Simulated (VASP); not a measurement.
Here is a VASP 6.6.1 calculation.

INCAR

```
SYSTEM = MgO
  PREC = Accurate
  ENCUT = 600
  EDIFF = 1E-6
  ISMEAR = 0
  SIGMA = 0.01
  LREAL = .FALSE.
  LASPH = .TRUE.
  NELM = 120
  ALGO = Normal
  ISIF = 2
  LWAVE = .FALSE.
  LCHARG = .FALSE.
  GGA = PE
  NBANDS = 11
  GGA_COMPAT = .FALSE.
```

Contents of KPOINTS:

```
regular mesh
0
G
  10 10 10
  0 0 0
```

File POSCAR:

```
MgO
1.0
    0.0000000000      2.1132307038      2.1132307038
    2.1132307038      0.0000000000      2.1132307038
    2.1132307038      2.1132307038      0.0000000000
Mg O
1 1
Direct
    0.0000000000      0.0000000000      0.0000000000
    0.5000000000      0.5000000000      0.5000000000
```

Potentials or basis: VASP PAW PBE potentials, release 64 (Mg, O).

Command:

```console
$ cat potpaw_PBE.64/Mg/POTCAR potpaw_PBE.64/O/POTCAR > POTCAR
$ mpirun -np 1 vasp_std > vasp.out
```

Question: Predict the pressure.

Answer: 2.0 GPa.

Question: Estimate the band gap on the k mesh.

Answer: 4.63 eV, direct.

A hybrid or GW would open this gap; PBE tends to underestimate it.
